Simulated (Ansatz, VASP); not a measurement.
**Two plane-wave programs on PtSe2**

```
Pt Se
1.0
     3.75718    0.00000    0.00000
    -1.87859    3.25381    0.00000
     0.00000    0.00000    4.87777
Pt Se
1 2
Direct
  0.00000 0.00000 0.00000
  0.33333 0.66667 0.26051
  0.66667 0.33333 0.73949
```

Alike in both runs: functional PBEsol; k mesh 9 × 9 × 6; no spin polarisation.

Ansatz relaxed the structure, and its values are those at the end. VASP's run is a single point on that final structure, the one shown.

|  | VASP | Ansatz |
| --- | --- | --- |
| version | VASP 6.6.1 | Ansatz 0.2.0 |
| potentials or method | VASP PAW PBE potentials, release 64 (Pt, Se), cutoff 520 eV | plane waves, PAW |
| occupations | methfessel-paxton of order 1, width 0.05 eV | cold, width 0.05 eV |
| valence electrons in the cell | 22 | 50 |

|  | VASP | Ansatz | Ansatz less VASP |
| --- | --- | --- | --- |
| pressure (GPa) | 0.1 | 0.0 | -0.08 |
| rms of the force components (eV/Å) | 0.007 | 0.001 | -0.0065 |

VASP's potentials were made for PBE, not for PBEsol. VASP's potentials hold 22 valence electrons a cell and Ansatz's 50, so a difference there can come from the potentials and not from the codes.

Spin-orbit coupling is off throughout.
